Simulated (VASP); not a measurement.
# GaN (vca) (F-43m) in VASP: single point with PBEsol

Aim: the single point of GaN (vca) with PBEsol.

Program: VASP 6.6.1. These are calculated values, not measurements. Logs are shortened: lines on timing, memory, paths and dates and some standing lists are left out, and cuts for length are marked.

## 1. The cell of the first run

The structure is cubic, space group F-43m (No. 216). The conventional cell has a = 4.500 Å, b = 4.500 Å, c = 4.500 Å, α = 90.00°, β = 90.00°, γ = 90.00°. Ga (site symmetry -43m) has 4 N at 1.95 Å within 2.6 Å. N (site symmetry -43m) has 4 Ga at 1.95 Å within 2.6 Å.

## 2. Single point, PBEsol

Contents of INCAR:

```
ALGO = Normal
EDIFF = 1E-6
ENCUT = 600
GGA = PS
GGA_COMPAT = False
ISIF = 2
ISMEAR = 0
LASPH = True
LCHARG = False
LREAL = False
LWAVE = False
NBANDS = 16
NELM = 120
PREC = Accurate
SIGMA = 0.02
```

Contents of KPOINTS:

```
k-points
0
Gamma
  10 10 10
```

Contents of POSCAR:

```
GaN
1.0
    0.0000000000      2.2500000000      2.2500000000
    2.2500000000      0.0000000000      2.2500000000
    2.2500000000      2.2500000000      0.0000000000
Ga N
1 1
Direct
    0.0000000000      0.0000000000      0.0000000000
    0.2500000000      0.2500000000      0.2500000000
```

Potentials or basis: VASP PAW PBE potentials, release 64 (Ga_d, N).

Launch:

```bash
$ cat potpaw_PBE.64/Ga_d/POTCAR potpaw_PBE.64/N/POTCAR > POTCAR
$ mpirun -np 1 vasp_std > vasp.out
```

OUTCAR:

```text
EDIFF = 1E-6
   ENCUT = 600
   GGA = PS
   ISIF = 2
   ISMEAR = 0
   LASPH = True
   LREAL = False
   NELM = 120
   PREC = Accurate

 ion  position               nearest neighbor table
   1  0.000  0.000  0.000-   2 1.95   2 1.95   2 1.95   2 1.95
   2  0.250  0.250  0.250-   1 1.95   1 1.95   1 1.95   1 1.95

  LATTYP: Found a face centered cubic cell.
 ALAT       =     4.5000000000

  Lattice vectors:

 A1 = (   0.0000000000,   2.2500000000,   2.2500000000)
 A2 = (   2.2500000000,   0.0000000000,   2.2500000000)
 A3 = (   2.2500000000,   2.2500000000,   0.0000000000)

Analysis of symmetry for initial positions (statically):
=====================================================================
 Subroutine PRICEL returns:
 Original cell was already a primitive cell.

 Routine SETGRP: Setting up the symmetry group for a
 face centered cubic supercell.

 Subroutine GETGRP returns: Found 24 space group operations
 (whereof 24 operations were pure point group operations)
 out of a pool of 48 trial point group operations.

The static configuration has the point symmetry T_d .

Analysis of symmetry for dynamics (positions and initial velocities):
=====================================================================
 Subroutine PRICEL returns:
 Original cell was already a primitive cell.

 Routine SETGRP: Setting up the symmetry group for a
 face centered cubic supercell.

 Subroutine GETGRP returns: Found 24 space group operations
 (whereof 24 operations were pure point group operations)
 out of a pool of 48 trial point group operations.

The dynamic configuration has the point symmetry T_d .

 Subroutine INISYM returns: Found 24 space group operations
 (whereof 24 operations are pure point group operations),
 and found     1 'primitive' translations

----------------------------------------------------------------------------------------

                                     Primitive cell

  volume of cell :      22.7812

  direct lattice vectors                    reciprocal lattice vectors
     0.000000000  2.250000000  2.250000000    -0.222222222  0.222222222  0.222222222
     2.250000000  0.000000000  2.250000000     0.222222222 -0.222222222  0.222222222
     2.250000000  2.250000000  0.000000000     0.222222222  0.222222222 -0.222222222

  length of vectors
     3.181980515  3.181980515  3.181980515     0.384900179  0.384900179  0.384900179

  position of ions in fractional coordinates (direct lattice)
     0.000000000  0.000000000  0.000000000
     0.250000000  0.250000000  0.250000000

  ion indices of the primitive-cell ions
   primitive index   ion index
                 1           1
                 2           2

----------------------------------------------------------------------------------------

 KPOINTS: k-points

Automatic generation of k-mesh.
 Grid dimensions read from file:
 generate k-points for:   10   10   10

 Generating k-lattice:

  Cartesian coordinates                     Fractional coordinates (reciprocal lattice)
    -0.022222222  0.022222222  0.022222222     0.100000000  0.000000000  0.000000000
     0.022222222 -0.022222222  0.022222222     0.000000000  0.100000000  0.000000000
     0.022222222  0.022222222 -0.022222222     0.000000000  0.000000000  0.100000000

  Length of vectors
     0.038490018  0.038490018  0.038490018

  Shift w.r.t. Gamma in fractional coordinates (k-lattice)
     0.000000000  0.000000000  0.000000000

 Subroutine IBZKPT returns following result:
 ===========================================

 Found     47 irreducible k-points:

 Following reciprocal coordinates:
            Coordinates               Weight
  0.000000  0.000000  0.000000      1.000000
  0.100000  0.000000  0.000000      8.000000
  0.200000  0.000000  0.000000      8.000000
  0.300000  0.000000  0.000000      8.000000
  0.400000  0.000000  0.000000      8.000000
  0.500000  0.000000  0.000000      4.000000
[... 16 lines left out ...]
  0.300000  0.300000  0.000000      6.000000
  0.400000  0.300000  0.000000     24.000000
 [... further k-points ...]
   k-points           NKPTS =     47   k-points in BZ     NKDIM =     47   number of bands    NBANDS=     16
   number of dos      NEDOS =    301   number of ions     NIONS =      2
   total plane-waves  NPLWV =  21952
   dimension x,y,z NGX =    28 NGY =   28 NGZ =   28
   dimension x,y,z NGXF=    56 NGYF=   56 NGZF=   56
   ions per type =               1   1
   NGX,Y,Z   is equivalent  to a cutoff of  14.63, 14.63, 14.63 a.u.
   NGXF,Y,Z  is equivalent  to a cutoff of  29.26, 29.26, 29.26 a.u.
 SYSTEM =  unknown system
   PREC   = accura    normal or accurate (medium, high low for compatibility)
   ISTART =      0    job   : 0-new  1-cont  2-samecut
   ICHARG =      2    charge: 1-file 2-atom 10-const
   ISPIN  =      1    spin polarized calculation?
   LNONCOLLINEAR =      F non collinear calculations
   LSORBIT =      F    spin-orbit coupling
   LASPH  =      T    aspherical Exc in radial PAW
   ENCUT  =  600.0 eV  44.10 Ry    6.64 a.u.   6.36  6.36  6.36*2*pi/ulx,y,z
   NELM   =    120;   NELMIN=  2; NELMDL= -5     # of ELM steps
   EDIFF  = 0.1E-05   stopping-criterion for ELM
   LREAL  =      F    real-space projection
   EDIFFG = 0.1E-04   stopping-criterion for IOM
   NSW    =      0    number of steps for IOM
   IBRION =     -1    ionic relax: 0-MD 1-quasi-New 2-CG
   NFREE  =      0    steps in history (QN), initial steepest desc. (CG)
   ISIF   =      2    stress and relaxation
   ISYM   =      2    0-nonsym 1-usesym 2-fastsym
   POTIM  = 0.5000    time-step for ionic-motion
   TEBEG  =    0.0;   TEEND  =   0.0 temperature during run
   PSTRESS=    0.0 pullay stress
   NELECT =      18.0000    total number of electrons
   NUPDOWN=      -1.0000    fix difference up-down
   EMIN   =  10.00;   EMAX   =-10.00  energy-range for DOS
   EFERMI =   0.00;   METHOD = LEGACY
   ISMEAR =     0;   SIGMA  =   0.02  broadening in eV -4-tet -1-fermi 0-gaus
   EFERMI_NEDOS =   21; number of points for ismear=-14 and -15
   IALGO  =     38    algorithm
   IMIX   =      4    mixing-type and parameters
     AMIX     =   0.40;   BMIX     =  1.00
     AMIX_MAG =   1.60;   BMIX_MAG =  1.00
  volume/ion in A,a.u.               =      11.39        76.87
  Fermi-wavevector in a.u.,A,eV,Ry     =   1.513468  2.860039 31.165293  2.290584
  Thomas-Fermi vector in A             =   2.623255
   LORBIT       =      0    0 simple, 1 ext, 2 COOP (PROOUT), +10 PAW based schemes
   GGA     = PS    functional components
   LHFCALC =     F    Hartree Fock is set to
   AEXX    =    0.0000 exact exchange contribution
   IVDW    =     0    specifies the selected vdW correction
   LEPSILON=     F    determine dielectric tensor
   LRPA    =     F    only Hartree local field effects (RPA)
 non-spin polarized calculation
 Gauss-broadening in eV      SIGMA  =   0.02
  energy-cutoff  :      600.00
  volume of cell :       22.78
 maximum number of plane-waves:       778
 NGX is ok and might be reduce to    28
   NGX = 13   NGY = 13   NGZ = 13

 number of electron      18.0000005 magnetization

 Free energy of the ion-electron system (eV)
  ---------------------------------------------------
  ext. energy  EPLUGINS =         0.00000000
  ---------------------------------------------------
  free energy    TOTEN  =       -13.12423268 eV

  energy without entropy =      -13.12423268  energy(sigma->0) =      -13.12423268

 E-fermi :   5.3639     XC(G=0): -11.9271

 val. band max:        5.2001504868   @ k =   0.0000   0.0000   0.0000
 cond. band min:       6.9130283434   @ k =   0.0000   0.0000   0.0000
 fundamental gap:      1.7128778567
 Fermi energy:         5.3638851523

 k-point     1 :       0.0000    0.0000    0.0000
  band No.  band energies     occupation
      1     -10.7726      2.00000
      2      -8.2074      2.00000
      3      -8.2074      2.00000
      4      -8.2074      2.00000
      5      -7.8775      2.00000
      6      -7.8775      2.00000
[... 8 lines left out ...]
     15      23.9274      0.00000
     16      23.9274      0.00000

 k-point     2 :       0.1000    0.0000    0.0000
  band No.  band energies     occupation
      1     -10.6587      2.00000
      2      -8.1934      2.00000
      3      -8.1934      2.00000
      4      -8.1703      2.00000
      5      -7.8789      2.00000
      6      -7.8789      2.00000
[... 8 lines left out ...]
     15      22.6498      0.00000
     16      22.6498      0.00000

 k-point     3 :       0.2000    0.0000    0.0000
  band No.  band energies     occupation
      1     -10.3699      2.00000
      2      -8.1610      2.00000
      3      -8.1610      2.00000
      4      -8.0123      2.00000
      5      -7.8778      2.00000
      6      -7.8778      2.00000
[... 8 lines left out ...]
     15      21.8840      0.00000
     16      21.8840      0.00000

 k-point     4 :       0.3000    0.0000    0.0000
  band No.  band energies     occupation
      1     -10.0587      2.00000
      2      -8.1322      2.00000
      3      -8.1322      2.00000
      4      -7.8639      2.00000
      5      -7.8639      2.00000
      6      -7.6188      2.00000
[... 8 lines left out ...]
     15      22.3754      0.00000
     16      22.3754      0.00000
[... 324 lines left out ...]
 k-point    22 :      -0.2000    0.2000    0.0000
  band No.  band energies     occupation
      1      -9.9633      2.00000
      2      -8.1159      2.00000
      3      -8.1003      2.00000
      4      -7.9008      2.00000
      5      -7.8932      2.00000
      6      -7.4396      2.00000
[... 8 lines left out ...]
     15      22.4751      0.00000
     16      25.6591      0.00000

 k-point    23 :       0.3000    0.3000    0.0000
  band No.  band energies     occupation
      1      -9.8723      2.00000
      2      -8.0597      2.00000
      3      -8.0123      2.00000
      4      -8.0123      2.00000
      5      -7.8258      2.00000
      6      -7.4283      2.00000
[... 8 lines left out ...]
     15      27.2016      0.00000
     16      27.6173      0.00000

 k-point    24 :       0.4000    0.3000    0.0000
  band No.  band energies     occupation
      1      -9.7475      2.00000
      2      -8.0777      2.00000
      3      -7.9773      2.00000
      4      -7.9764      2.00000
      5      -7.8154      2.00000
      6      -6.9683      2.00000
[... 8 lines left out ...]
     15      27.4689      0.00000
     16      27.5837      0.00000

 [... further k-points ...]
[... 5 lines left out ...]
  --------------------------------------------------------------------------------------
  -------------------------------------------------------------------------------------
  Total       -0.0879440     -0.0879440     -0.0879440      0.0000000      0.0000000     -0.0000000
  in kB       -6.1849946     -6.1849946     -6.1849946      0.0000000      0.0000000     -0.0000000
  external PRESSURE =      -6.1849946 kB  Pullay stress =       0.0000000 kB

 VOLUME and BASIS-vectors are now :
 -----------------------------------------------------------------------------
  energy-cutoff  :      600.00
  volume of cell :       22.78
      direct lattice vectors                 reciprocal lattice vectors
     0.000000000  2.250000000  2.250000000    -0.222222222  0.222222222  0.222222222
     2.250000000  0.000000000  2.250000000     0.222222222 -0.222222222  0.222222222
     2.250000000  2.250000000  0.000000000     0.222222222  0.222222222 -0.222222222

 POSITION                                       TOTAL-FORCE (eV/Angst)
 -----------------------------------------------------------------------------------
      0.00000      0.00000      0.00000        -0.000000     -0.000000     -0.000000
      1.12500      1.12500      1.12500         0.000000      0.000000      0.000000
 -----------------------------------------------------------------------------------
    total drift:                                0.000000      0.000000      0.000000

  FREE ENERGIE OF THE ION-ELECTRON SYSTEM (eV)
  ---------------------------------------------------
  free  energy   TOTEN  =       -13.1242326837 eV

  energy  without entropy=      -13.1242326837  energy(sigma->0) =      -13.12423268
```

Wall time 28 s (1 thread of Intel Xeon Platinum 8259CL at 2.50GHz (Skylake/Cascade Lake), shared host); peak memory 0.16 GiB.

Results:

```
Free energy            : -13.1242 eV
Pressure               : -0.6 GPa
Band gap on the k mesh : 1.71 eV, direct
```

Caveat: the PAW data sets were made with another functional, which shifts forces and pressure a little.
